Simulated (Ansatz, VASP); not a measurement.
## Sr3Ta2O in VASP and in Ansatz

File INCAR:

```
ALGO = Normal
EDIFF = 1E-6
ENCUT = 520
GGA = PE
ISIF = 2
ISMEAR = 0
LASPH = True
LCHARG = False
LREAL = False
LWAVE = False
NBANDS = 38
NELM = 80
PREC = Accurate
SIGMA = 0.1
```

The input KPOINTS:

```
k-points
0
Gamma
  4 4 2
```

File POSCAR:

```
Sr3Ta2O
1.0
    3.7627580700      0.0000000000      0.0000000000
    0.0000000000      3.7627580700      0.0000000000
    0.0000000000      0.0000000000      8.1893338100
Sr Ta O
3 2 1
Direct
    0.5000000000      0.0000000000      0.9983087800
    0.0000000000      0.5000000000      0.9983087800
    0.0000000000      0.0000000000      0.3792572600
    0.5000000000      0.5000000000      0.2665635600
    0.0000000000      0.0000000000      0.7339377400
    0.5000000000      0.5000000000      0.6236239100
```

Input for Ansatz:

```yaml
crystal:
  lattice:
    - [3.76275807, 0.0, 0.0]
    - [0.0, 3.76275807, 0.0]
    - [0.0, 0.0, 8.18933381]
  atoms:
    - { symbol: Sr, position: [0.5, 0.0, 0.99830878] }
    - { symbol: Sr, position: [0.0, 0.5, 0.99830878] }
    - { symbol: Sr, position: [0.0, 0.0, 0.37925726] }
    - { symbol: Ta, position: [0.5, 0.5, 0.26656356] }
    - { symbol: Ta, position: [0.0, 0.0, 0.73393774] }
    - { symbol: O, position: [0.5, 0.5, 0.62362391] }
basis:
  ecutwfc: 420
kpoints:
  mp_grid: { grid: [4, 4, 2] }
hamiltonian:
  xc: pbe
scf:
  occupations: { method: gaussian, width: 0.1 }
  lower_state_search: "off"
output:
  forces: true
  stress: true
  eigenvalues: true
```

Change from the starting cell: species swapped into the Zr2P3S type (P4mm, No. 99).

Alike in both runs: task single point; functional PBE; k mesh 4 × 4 × 2; occupations gaussian, width 0.1 eV; no spin polarisation.

|  | VASP | Ansatz |
| --- | --- | --- |
| version | VASP 6.6.1 | Ansatz 0.2.0 |
| potentials or method | VASP PAW PBE potentials, release 64 (Sr_sv, Ta_pv, O), cutoff 520 eV | scalar-relativistic, plane waves, PAW |
| valence electrons in the cell | 58 | 62 |

Ansatz gave:

```
gap on the k mesh at the Fermi level (eV)                     : none
pressure (GPa)                                                : 23.9
traceless stress, the component that is largest in VASP (GPa) : 2.62
rms of the force components (eV/Å)                            : 1.115
```

Estimate VASP's values.

gap on the k mesh at the Fermi level (eV): none; pressure (GPa): 24.9; traceless stress, the component that is largest in VASP (GPa): 2.35; rms of the force components (eV/Å): 1.134.

Atom by atom the forces differ by 0.020 eV/Å (rms over components). A gap of «none» marks a metal or a gap that the smearing closes. With one functional, cell and mesh, what is left measures potentials, basis and numerics. VASP's potentials hold 58 valence electrons a cell and Ansatz's 62, so a difference there can come from the potentials and not from the codes.

The k mesh is coarse, so the values compare programs but aren't converged. Spin-orbit coupling is off throughout.
